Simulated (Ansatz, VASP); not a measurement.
## BeS in VASP and in Ansatz

```xyz
2
Lattice="0.0000 2.4622 2.4622 2.4622 0.0000 2.4622 2.4622 2.4622 0.0000" Properties=species:S:1:pos:R:3 pbc="T T T"
Be    0.0000    0.0000    0.0000
S     1.2311    1.2311    1.2311
```

Alike in both runs: task single point; functional PBE; k mesh 8 × 8 × 8; no spin polarisation.

|  | VASP | Ansatz |
| --- | --- | --- |
| version | VASP 6.6.1 | Ansatz 0.2.0 |
| potentials or method | VASP PAW PBE potentials, release 64 (Be, S) | plane waves, PAW |
| plane-wave cutoff (eV) | 520 | 420 |
| occupations | gaussian, width 0.01 eV | fixed |
| valence electrons in the cell | 8 | 8 |

|  | VASP | Ansatz | Ansatz less VASP |
| --- | --- | --- | --- |
| gap on the k mesh at the Fermi level (eV) | 3.21 | 3.21 | -0.001 |
| pressure (GPa) | -2.6 | -2.6 | -0.01 |
